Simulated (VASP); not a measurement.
Here is a VASP 6.6.1 calculation.

The input INCAR:

```
PREC = Accurate
ENCUT = 520
EDIFF = 1E-6
ISMEAR = -1
SIGMA = 0.05
LREAL = F
LASPH = T
NELM = 60
ALGO = Normal
ISIF = 2
LWAVE = F
LCHARG = F
GGA = PS
NBANDS = 8
```

KPOINTS

```
Automatic mesh
0
Gamma
  1 1 1
```

The input POSCAR:

```
H
1.0
   11.0000000000      0.0000000000      0.0000000000
    0.0000000000     11.5000000000      0.0000000000
    0.0000000000      0.0000000000     12.0000000000
H
2
Direct
    0.5000000000      0.5000000000      0.4684050000
    0.5000000000      0.5000000000      0.5315950000
```

Potentials or basis: VASP PAW PBE potentials, release 64 (H).

Launch:

```bash
$ cat potpaw_PBE.64/H/POTCAR > POTCAR
$ mpirun -np 1 vasp_gam > vasp.out
```

Task: Predict the band gap on the k mesh.

Result: 10.01 eV.

Forces in eV/Å, atoms in the order of the input:
```
H    0.000  0.000 -0.003
H    0.000  0.000  0.003
```

Caveat: the PAW data sets were made with another functional, which shifts forces and pressure a little.
